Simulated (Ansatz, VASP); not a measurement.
## NaCl: VASP beside Ansatz

```
Cl Na
1.0
     3.52538    0.00000    0.00000
     0.00000    3.52538    0.00000
     0.00000    0.00000    3.52538
Cl Na
1 1
Direct
  0.50000 0.50000 0.50000
  0.00000 0.00000 0.00000
```

Alike in both runs: task single point; functional HSE06; k mesh 4 × 4 × 4; occupations fermi-dirac, width 0.05 eV; no spin polarisation.

|  | VASP | Ansatz |
| --- | --- | --- |
| version | VASP 6.6.1 | Ansatz 0.2.0 |
| potentials or method | VASP PAW PBE potentials, release 64 (Cl, Na_pv) | Ansatz PAW |
| plane-wave cutoff (eV) | 520 | 420 |
| valence electrons in the cell | 14 | 16 |

Ansatz gave:

* gap on the k mesh at the Fermi level (eV): 5.23
* least direct gap on the mesh (eV): 5.74
* pressure (GPa): -0.8

Question: Which values does VASP return?

Answer: gap on the k mesh at the Fermi level (eV): 5.22; least direct gap on the mesh (eV): 5.73; pressure (GPa): -0.9.

VASP's potentials hold 14 valence electrons a cell and Ansatz's 16, so a difference there can come from the potentials and not from the codes.

The k mesh is coarse, so the values compare programs but aren't converged.
